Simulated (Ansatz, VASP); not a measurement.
## Two plane-wave programs on Bi

File INCAR:

```
  PREC = Accurate
  ENCUT = 500
  EDIFF = 1E-6
  ISMEAR = -1
  SIGMA = 0.0066
  LREAL = F
  LASPH = T
  NELM = 120
  ALGO = Normal
  ISIF = 2
  LWAVE = F
  LCHARG = F
  GGA = PE
  NBANDS = 22
  GGA_COMPAT = F
```

File KPOINTS:

```
regular mesh
0
Gamma
  2 2 4
```

The input POSCAR:

```
Bi
1.0
    3.4885980000     -3.1325780000      0.0000000000
    3.4885980000      3.1325780000      0.0000000000
   -1.2602350000      0.0000000000      3.1135500000
Bi
2
Direct
    0.2469390000      0.2469390000      0.1426180000
    0.7530610000      0.7530610000      0.8573820000
```

Input for Ansatz:

```yaml
crystal:
  lattice:
    - [3.488598, -3.132578, 0.0]
    - [3.488598, 3.132578, 0.0]
    - [-1.260235, 0.0, 3.11355]
  atoms:
    - { symbol: Bi, position: [0.246939, 0.246939, 0.142618] }
    - { symbol: Bi, position: [0.753061, 0.753061, 0.857382] }
basis:
  ecutwfc: 420
kpoints:
  mp_grid: { grid: [2, 2, 4] }
hamiltonian:
  xc: pbe
scf:
  occupations: { method: fermi_dirac, width: 0.0066 }
output:
  forces: true
  stress: true
  eigenvalues: true
accuracy: low
```

Alike in both runs: task single point; functional PBE; k mesh 2 × 2 × 4; occupations fermi-dirac, width 0.0066 eV; no spin polarisation.

|  | VASP | Ansatz |
| --- | --- | --- |
| version | VASP 6.6.1 | Ansatz 0.2.0 |
| potentials or method | VASP PAW PBE potentials, release 64 (Bi_d), cutoff 500 eV | scalar-relativistic, plane waves, PAW |
| valence electrons in the cell | 30 | 30 |

Ansatz gave:

| Property | Result |
| --- | --- |
| gap on the k mesh at the Fermi level (eV) | none |
| pressure (GPa) | 1.4 |
| traceless stress, the component that is largest in VASP (GPa) | 4.71 |
| rms of the force components (eV/Å) | 0.180 |

Task: Which values does VASP return?

Result: gap on the k mesh at the Fermi level (eV): none; pressure (GPa): 1.3; traceless stress, the component that is largest in VASP (GPa): 4.72; rms of the force components (eV/Å): 0.181.

Atom by atom the forces differ by 0.001 eV/Å (rms over components). A gap of «none» marks a metal or a gap that the smearing closes.

The k mesh is coarse, so the values compare programs but aren't converged. Spin-orbit coupling is off throughout.
